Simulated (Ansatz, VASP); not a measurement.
# Sn: VASP beside Ansatz

INCAR

```
PREC = Accurate
ENCUT = 520
EDIFF = 1E-7
ISMEAR = 1
SIGMA = 1.0
LREAL = False
LASPH = True
NELM = 60
ALGO = Normal
ISIF = 2
LWAVE = False
LCHARG = False
NBANDS = 21
```

The input KPOINTS:

```
Automatic mesh
0
Gamma
  9 9 9
```

POSCAR

```
Sn
1.0
    0.0000000000      3.2380799619      3.2380799619
    3.2380799619      0.0000000000      3.2380799619
    3.2380799619      3.2380799619      0.0000000000
Sn
2
Direct
    0.5000000000      0.5000000000      0.5000000000
    0.7500000000      0.7500000000      0.7500000000
```

Input for Ansatz:

```yaml
crystal:
  lattice:
    - [0.0, 3.2380799619, 3.2380799619]
    - [3.2380799619, 0.0, 3.2380799619]
    - [3.2380799619, 3.2380799619, 0.0]
  atoms:
    - { symbol: Sn, position: [0.5, 0.5, 0.5] }
    - { symbol: Sn, position: [0.75, 0.75, 0.75] }
hamiltonian:
  xc: lda
  pseudopotentials:
    kind: paw
    azcp:
      Sn: "pseudopotentials/Sn.paw.azcp"
basis:
  ecutwfc: 420
  fft_grid_basis: typed
kpoints:
  mp_grid: { grid: [9, 9, 9], shift: [0, 0, 0] }
magnetization:
  spin_polarized: false
scf:
  occupations: { method: cold, width: 1.0 }
  lower_state_search: "off"
output:
  stress: true
  write_density: true
  write_potential: true
  elf: true
  volumetric_format: npy
```

Alike in both runs: task single point; functional LDA; k mesh 9 × 9 × 9; no spin polarisation.

|  | VASP | Ansatz |
| --- | --- | --- |
| version | VASP 6.6.1 | Ansatz 0.2.0 |
| potentials or method | VASP PAW LDA potentials, release 64 (Sn_d), cutoff 520 eV | plane waves (420 eV) with PAW, scalar-relativistic |
| occupations | methfessel-paxton of order 1, width 1 eV | cold, width 1 eV |
| valence electrons in the cell | 28 | 28 |

Ansatz gave:

* pressure (GPa): -0.5

Which values does VASP return?

Pressure (GPa): -0.2.

Ansatz warns that its potentials were made for another functional, while VASP's fit it. LDA's correlation is that of Perdew and Zunger in VASP and of Perdew and Wang (1992) in Ansatz.
